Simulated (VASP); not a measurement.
# TaN (P6/mmm) in VASP: notebook

The runs below take TaN through single point, with PBEsol+U.

Everything below comes from runs of VASP 6.6.1. Logs are shortened: lines on timing, memory, paths and dates and some standing lists are left out, and cuts for length are marked.

**1. The cell of the first run**

It takes space group P6/mmm (No. 191, hexagonal). Conventional cell: a = 5.185 Å, b = 5.185 Å, c = 2.908 Å, α = 90.00°, β = 90.00°, γ = 120.00°. Within 3.4 Å of Ta (site symmetry 6/mmm) lie 6 N at 2.59 Å and 14 Ta at 2.91 to 3.33 Å. Ta (site symmetry -6m2) has 6 N at 2.09 Å within 2.8 Å. Within 2.8 Å of N (site symmetry mmm) lie 6 Ta at 2.09 to 2.59 Å and 4 N at 2.59 Å.

**2. Single point, PBEsol+U, collinear spin, ferrimagnetic start**

INCAR reads:

```
SYSTEM = TaN
ALGO     = Normal         ! electronic algorithm
EDIFF    = 1E-6           ! SCF threshold, eV
ENCUT    = 520            ! plane-wave cutoff, eV
GGA      = PS             ! functional
ISIF     = 2              ! what is computed and relaxed
ISMEAR   = 0              ! smearing method
ISPIN    = 2              ! spin polarisation
LASPH    = .TRUE.         ! aspherical terms in the spheres
LCHARG   = .FALSE.        ! write CHGCAR
LDAU     = .TRUE.         ! DFT+U
LDAUJ    = 0 0          
LDAUL    = 2 -1           ! shell
LDAUPRINT= 1            
LDAUTYPE = 2            
LDAUU    = 7 0            ! U, eV
LMAXMIX  = 4              ! l up to which the mixer works
LORBIT   = 11             ! projections on sites
LREAL    = .FALSE.        ! projectors in reciprocal space
LWAVE    = .FALSE.        ! write WAVECAR
MAGMOM   = 1.06 -0.11 -0.11 0.02 0.02 0.02 ! initial moments
NBANDS   = 37             ! bands
NELM     = 150            ! most SCF steps
PREC     = Accurate       ! precision mode
SIGMA    = 0.05           ! smearing width, eV
```

KPOINTS reads:

```
k-points
0
G
  4 4 7
  0 0 0
```

POSCAR reads:

```
TaN
1.0
    5.1850002000      0.0000000000      0.0000000000
   -2.5925001000      4.4903418900      0.0000000000
    0.0000000000      0.0000000000      2.9080005300
Ta N
3 3
Direct
    0.0000000000      0.0000000000      0.0000000000
    0.3333333333      0.6666666667      0.5000000000
    0.6666666667      0.3333333333      0.5000000000
    0.5000000000      0.0000000000      0.0000000000
    0.5000000000      0.5000000000      0.0000000000
    0.0000000000      0.5000000000      0.0000000000
```

Potentials or basis: VASP PAW PBE potentials, release 64 (Ta_pv, N).

Started as:

```bash
$ cat potpaw_PBE.64/Ta_pv/POTCAR potpaw_PBE.64/N/POTCAR > POTCAR
$ mpirun -np 1 vasp_std > vasp.out
```

OUTCAR:

```text
SYSTEM = TaN
   EDIFF = 1E-6
   ENCUT = 520
   GGA = PS
   ISIF = 2
   ISMEAR = 0
   ISPIN = 2
   LASPH = .TRUE.
   LORBIT = 11
   LREAL = .FALSE.
   NELM = 150
   PREC = Accurate

 ion  position               nearest neighbor table
   1  0.000  0.000  0.000-   5 2.59   6 2.59   6 2.59   5 2.59   4 2.59   4 2.59   2 3.33   3 3.33
                             2 3.33   3 3.33   2 3.33   2 3.33   3 3.33   3 3.33   2 3.33   3 3.33
   2  0.333  0.667  0.500-   4 2.09   4 2.09   6 2.09   6 2.09   5 2.09   5 2.09   3 2.99   3 2.99
                             3 2.99   1 3.33   1 3.33   1 3.33   1 3.33   1 3.33   1 3.33
   3  0.667  0.333  0.500-   4 2.09   4 2.09   6 2.09   6 2.09   5 2.09   5 2.09   2 2.99   2 2.99
                             2 2.99   1 3.33   1 3.33   1 3.33   1 3.33   1 3.33   1 3.33
   4  0.500  0.000  0.000-   2 2.09   3 2.09   2 2.09   3 2.09   1 2.59   1 2.59
   5  0.500  0.500  0.000-   2 2.09   3 2.09   2 2.09   3 2.09   1 2.59   1 2.59
   6  0.000  0.500  0.000-   2 2.09   3 2.09   2 2.09   3 2.09   1 2.59   1 2.59

  LATTYP: Found a hexagonal cell.
 ALAT       =     5.1850002000
 C/A-ratio  =     0.5608486823

  Lattice vectors:

 A1 = (   5.1850002000,   0.0000000000,   0.0000000000)
 A2 = (  -2.5925001000,   4.4903418900,   0.0000000000)
 A3 = (   0.0000000000,   0.0000000000,   2.9080005300)

Analysis of symmetry for initial positions (statically):
=====================================================================
 Subroutine PRICEL returns:
 Original cell was already a primitive cell.

 Routine SETGRP: Setting up the symmetry group for a
 hexagonal supercell.

 Subroutine GETGRP returns: Found 24 space group operations
 (whereof 24 operations were pure point group operations)
 out of a pool of 24 trial point group operations.

The static configuration has the point symmetry D_6h.

Analysis of symmetry for dynamics (positions and initial velocities):
=====================================================================
 Subroutine PRICEL returns:
 Original cell was already a primitive cell.

 Routine SETGRP: Setting up the symmetry group for a
 hexagonal supercell.

 Subroutine GETGRP returns: Found 24 space group operations
 (whereof 24 operations were pure point group operations)
 out of a pool of 24 trial point group operations.

The dynamic configuration has the point symmetry D_6h.

Analysis of structural, dynamic, and magnetic symmetry:
=====================================================================
 Subroutine PRICEL returns:
 Original cell was already a primitive cell.

 Routine SETGRP: Setting up the symmetry group for a
 hexagonal supercell.

[... 248 lines left out ...]

 Free energy of the ion-electron system (eV)
  ---------------------------------------------------
  ext. energy  EPLUGINS =         0.00000000
  ---------------------------------------------------
  free energy    TOTEN  =       -50.33002897 eV

  energy without entropy =      -50.32904463  energy(sigma->0) =      -50.32953680

 E-fermi :   8.9044     XC(G=0): -13.2351

 val. band max:        8.8695802641   @ k =   0.5000   0.0000   0.1429
 cond. band min:       9.2513841036   @ k =   0.0000   0.0000   0.4286
 fundamental gap:      0.3818038395
 Fermi energy:         8.9044465380

 spin component 1

 k-point     1 :       0.0000    0.0000    0.0000
  band No.  band energies     occupation
      1     -28.6956      1.00000
      2     -28.6956      1.00000
      3     -28.4184      1.00000
      4     -28.4184      1.00000
      5     -28.1412      1.00000
      6     -28.1412      1.00000
[... 613 lines left out ...]
     35      15.1165      0.00000
     36      15.9703      0.00000
 Fermi energy:         8.9044465380

 spin component 2

 k-point     1 :       0.0000    0.0000    0.0000
  band No.  band energies     occupation
      1     -28.6955      1.00000
      2     -28.6955      1.00000
      3     -28.4183      1.00000
      4     -28.4183      1.00000
      5     -28.1411      1.00000
      6     -28.1411      1.00000
[... 613 lines left out ...]
     35      15.1165      0.00000
     36      15.9703      0.00000
 [bands above 36 left out]

------------------------ aborting loop because EDIFF is reached ----------------------------------------

  FORCE on cell =-STRESS in cart. coord.  units (eV):
  Direction    XX          YY          ZZ          XY          YZ          ZX
  --------------------------------------------------------------------------------------
  -------------------------------------------------------------------------------------
  Total        9.3403570      9.3403570     12.5644827      0.0000000      0.0000000      0.0000000
  in kB      221.0300841    221.0300840    297.3257533      0.0000000      0.0000000      0.0000000
  external PRESSURE =     246.4619738 kB  Pullay stress =       0.0000000 kB

 VOLUME and BASIS-vectors are now :
 -----------------------------------------------------------------------------
  energy-cutoff  :      520.00
  volume of cell :       67.71
      direct lattice vectors                 reciprocal lattice vectors
     5.185000200  0.000000000  0.000000000     0.192864023  0.111350096  0.000000000
    -2.592500100  4.490341890  0.000000000     0.000000000  0.222700192  0.000000000
     0.000000000  0.000000000  2.908000530     0.000000000  0.000000000  0.343878892

 POSITION                                       TOTAL-FORCE (eV/Angst)
 -----------------------------------------------------------------------------------
      0.00000      0.00000      0.00000         0.000000      0.000000      0.000000
     -0.00000      2.99356      1.45400         0.000000     -0.000000      0.000000
      2.59250      1.49678      1.45400        -0.000000      0.000000      0.000000
      2.59250      0.00000      0.00000         0.000000      0.000000      0.000000
      1.29625      2.24517      0.00000         0.000000      0.000000      0.000000
     -1.29625      2.24517      0.00000         0.000000      0.000000      0.000000
 -----------------------------------------------------------------------------------
    total drift:                               -0.000000      0.000000     -0.000000

  FREE ENERGIE OF THE ION-ELECTRON SYSTEM (eV)
  ---------------------------------------------------
  free  energy   TOTEN  =       -50.3300289737 eV

  energy  without entropy=      -50.3290446251  energy(sigma->0) =      -50.32953680

 total charge

# of ion       s       p       d       tot
------------------------------------------
    1        0.315   6.155   1.954   8.424
    2        0.348   6.344   2.159   8.851
    3        0.348   6.344   2.159   8.851
    4        1.248   2.598   0.000   3.845
    5        1.248   2.598   0.000   3.845
    6        1.248   2.598   0.000   3.845
--------------------------------------------------
tot          4.754  26.635   6.272  37.661

 magnetization (x)

# of ion       s       p       d       tot
------------------------------------------
    1       -0.000   0.000  -0.000  -0.000
    2        0.000   0.000   0.000   0.000
    3        0.000   0.000   0.000   0.000
    4       -0.000  -0.000   0.000  -0.000
    5       -0.000  -0.000   0.000  -0.000
    6       -0.000  -0.000   0.000  -0.000
--------------------------------------------------
tot          0.000  -0.000   0.000   0.000
```

stdout:

```text
POSCAR found type information on POSCAR TaN
 POSCAR found :  2 types and       6 ions
 scaLAPACK will be used
 -----------------------------------------------------------------------------
|                                                                             |
|                                                                             |
|     You enforced a specific xc type in the INCAR file but a different       |
|     I HOPE YOU KNOW WHAT YOU ARE DOING!                                     |
|                                                                             |
 -----------------------------------------------------------------------------

 LDA part: xc-table for (Slater+PW92), standard interpolation
 POSCAR, INCAR and KPOINTS ok, starting setup
 FFT: planning ... GRIDC
 FFT: planning ... GRID_SOFT
 FFT: planning ... GRID
 WAVECAR not read
 entering main loop
```

Wall time 45 s (1 thread of AMD EPYC 9R45 (Zen 5), shared host); peak memory 0.22 GiB.

Results:

| Item | Value |
| --- | --- |
| Free energy | -50.3300 eV |
| Pressure | 24.6 GPa |
| Band gap on the k mesh | zero (filled and empty bands overlap) |
| Net moment | 0.00 μB per cell |
| Valence electrons inside the program's atomic spheres | Ta 8.42, 8.85; N 3.85 |

Levels at points of the mesh, in eV from the Fermi level:
Spin up:
| k point | band 22 | band 23 | band 24 | band 25 | band 26 | band 27 |
| --- | --- | --- | --- | --- | --- | --- |
| (0.00, 0.00, 0.00) | -2.82 | -2.02 | -0.82 | -0.82 | 0.95 | 1.11 |
| (0.50, 0.00, 0.00) | -3.09 | -1.97 | -0.54 | 1.59 | 2.20 | 2.31 |
Spin down:
| k point | band 20 | band 21 | band 22 | band 23 | band 24 | band 25 | band 26 | band 27 | band 28 | band 29 |
| --- | --- | --- | --- | --- | --- | --- | --- | --- | --- | --- |
| (0.00, 0.00, 0.00) | -3.17 | -3.17 | -2.82 | -2.02 | -0.82 | -0.82 | 0.95 | 1.11 | 1.11 | 2.64 |
| (0.50, 0.00, 0.00) | -4.78 | -3.61 | -3.09 | -1.97 | -0.54 | 1.59 | 2.20 | 2.31 | 2.54 | 2.62 |

Eigenvalues of the final occupation matrices:
```
    site  spin  trace               eigenvalues
site 1 d     1   0.99  0.14 0.14 0.24 0.24 0.24
site 1 d     2   0.99  0.14 0.14 0.24 0.24 0.24
site 2 d     1   1.10  0.20 0.20 0.23 0.23 0.25
site 2 d     2   1.10  0.20 0.20 0.23 0.23 0.25
site 3 d     1   1.10  0.20 0.20 0.23 0.23 0.25
site 3 d     2   1.10  0.20 0.20 0.23 0.23 0.25
```

Caveat: the PAW data sets were made with another functional, which shifts forces and pressure a little; spin-orbit coupling is left out, which moves the levels of the heavy elements. The state reached can hang on the start; a lower one may exist.

**3. Single point, PBEsol+U, collinear spin, ferrimagnetic start**

INCAR reads:

```
ALGO     = Normal         # electronic algorithm
EDIFF    = 1E-6           # SCF threshold, eV
ENCUT    = 520            # plane-wave cutoff, eV
GGA      = PS             # functional
ISIF     = 2              # what is computed and relaxed
ISMEAR   = 0              # smearing method
ISPIN    = 2              # spin polarisation
LASPH    = T              # aspherical terms in the spheres
LCHARG   = F              # write CHGCAR
LDAU     = T              # DFT+U
LDAUJ    = 0 0          
LDAUL    = 2 -1           # shell
LDAUPRINT= 1            
LDAUTYPE = 2            
LDAUU    = 7 0            # U, eV
LMAXMIX  = 4              # l up to which the mixer works
LORBIT   = 11             # projections on sites
LREAL    = F              # projectors in reciprocal space
LWAVE    = F              # write WAVECAR
MAGMOM   = 1.06 -0.11 -0.11 0.02 0.02 0.02 # initial moments
NBANDS   = 37             # bands
NELM     = 150            # most SCF steps
PREC     = Accurate       # precision mode
SIGMA    = 0.05           # smearing width, eV
```

KPOINTS reads:

```
k-points
0
Gamma
  4 4 7
```

POSCAR is that of step 2.

Potentials or basis: VASP PAW PBE potentials, release 64 (Ta_pv, N).

Started as:

```bash
$ cat potpaw_PBE.64/Ta_pv/POTCAR potpaw_PBE.64/N/POTCAR > POTCAR
$ mpirun -np 1 vasp_std > vasp.out
```

Run time: 45 s. Hardware: 1 thread of AMD EPYC 9R45 (Zen 5), shared host; peak memory 0.21 GiB.

Results (log left out):

| Quantity | Value |
| --- | --- |
| Free energy | -50.3300 eV |
| Pressure | 24.6 GPa |
| Band gap on the k mesh | zero (filled and empty bands overlap) |
| Net moment | 0.00 μB per cell |
| Valence electrons inside the program's atomic spheres | Ta 8.42, 8.85; N 3.85 |

Stress tensor (GPa, compression positive):
```
22.10  0.00  0.00
 0.00 22.10  0.00
 0.00  0.00 29.73
```

Levels at points of the mesh, in eV from the Fermi level:
Spin up:
```
           k point  band 20  band 21  band 22  band 23  band 24  band 25  band 26  band 27  band 28  band 29
(0.00, 0.00, 0.00)    -3.17    -3.17    -2.82    -2.02    -0.82    -0.82     0.95     1.11     1.11     2.64
(0.50, 0.00, 0.00)    -4.78    -3.61    -3.09    -1.97    -0.54     1.59     2.20     2.31     2.54     2.62
```
Spin down:
| k point | band 22 | band 23 | band 24 | band 25 | band 26 | band 27 |
| --- | --- | --- | --- | --- | --- | --- |
| (0.00, 0.00, 0.00) | -2.82 | -2.02 | -0.82 | -0.82 | 0.95 | 1.11 |
| (0.50, 0.00, 0.00) | -3.09 | -1.97 | -0.54 | 1.59 | 2.20 | 2.31 |

Eigenvalues of the final occupation matrices:
| site | spin | trace | eigenvalues |
| --- | --- | --- | --- |
| site 1 d | 1 | 0.99 | 0.14 0.14 0.24 0.24 0.24 |
| site 1 d | 2 | 0.99 | 0.14 0.14 0.24 0.24 0.24 |
| site 2 d | 1 | 1.10 | 0.20 0.20 0.23 0.23 0.25 |
| site 2 d | 2 | 1.10 | 0.20 0.20 0.23 0.23 0.25 |
| site 3 d | 1 | 1.10 | 0.20 0.20 0.23 0.23 0.25 |
| site 3 d | 2 | 1.10 | 0.20 0.20 0.23 0.23 0.25 |

Caveat: the PAW data sets were made with another functional, which shifts forces and pressure a little; spin-orbit coupling is left out, which moves the levels of the heavy elements.

[end of part 1 of 2]
